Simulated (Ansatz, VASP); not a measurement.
# SiC in VASP and in Ansatz

Contents of INCAR:

```
SYSTEM = SiC
PREC = Accurate
ENCUT = 520
EDIFF = 1E-7
ISMEAR = -1
SIGMA = 0.08
LREAL = .False.
LASPH = .True.
NELM = 80
ALGO = Normal
ISIF = 2
LWAVE = .False.
LCHARG = .True.
GGA = PE
LELF = .True.
LVHAR = .True.
NBANDS = 16
```

Contents of KPOINTS:

```
Automatic mesh
0
Gamma
  15 15 8
  0 0 0
```

POSCAR

```
SiC
1.0
    3.0759982064     -0.0307599821     -0.0307599821
   -1.5646380291      2.6792725798     -0.0112589349
   -0.0504800000     -0.0504800000      5.0480000000
Si C
2 2
Direct
    0.3333333333      0.6666666667      0.0000000000
    0.6666666667      0.3333333333      0.5000000000
    0.3333333333      0.6666666667      0.3850000000
    0.6666666667      0.3333333333      0.8850000000
```

Input for Ansatz:

```yaml
crystal:
  lattice:
    - [3.0759982064, -0.0307599821, -0.0307599821]
    - [-1.5646380291, 2.6792725798, -0.0112589349]
    - [-0.05048, -0.05048, 5.048]
  atoms:
    - { symbol: Si, position: [0.3333333333, 0.6666666667, 0.0] }
    - { symbol: Si, position: [0.6666666667, 0.3333333333, 0.5] }
    - { symbol: C, position: [0.3333333333, 0.6666666667, 0.385] }
    - { symbol: C, position: [0.6666666667, 0.3333333333, 0.885] }
kpoints:
  mp_grid: { grid: [15, 15, 8] }
  band_path:
    path:
      - [0.0, 0.0, 0.0]
      - [0.0, 0.0, 0.5]
      - [-0.5, 0.5, 0.0]
      - [0.0, 0.0, 0.0]
      - [0.0, -0.5, 0.0]
      - [-0.5, 0.0, 0.5]
      - [0.0, 0.0, 0.0]
      - [-0.5, 0.0, 0.0]
      - [0.0, -0.5, 0.5]
    npoints: 5
scf:
  occupations: { method: fermi_dirac, width: 0.08 }
hamiltonian:
  xc: pbe
  pseudopotentials: { kind: all_electron, lapw: { basis_error: 0.001 } }
output:
  forces: true
  stress: true
  eigenvalues: true
```

Change from the starting cell: equal xy, yz and zx shear strains of -2 %.

Alike in both runs: task single point; functional PBE; k mesh 15 × 15 × 8; occupations fermi-dirac, width 0.08 eV; no spin polarisation.

```csv
,VASP,Ansatz
version,VASP 6.6.1,Ansatz 0.2.0
potentials or method,"VASP PAW PBE potentials, release 64 (Si, C), cutoff 520 eV","all-electron LAPW, scalar-relativistic"
```

|  | VASP | Ansatz | Ansatz less VASP |
| --- | --- | --- | --- |
| pressure (GPa) | 3.8 | 3.9 | +0.07 |
| traceless stress, the component that is largest in VASP (GPa) | 4.90 | 4.88 | -0.028 |
| rms of the force components (eV/Å) | 0.470 | 0.470 | -0.0004 |

Atom by atom the forces differ by 0.001 eV/Å (rms over components). Ansatz ran all-electron here, and VASP with PAW potentials.
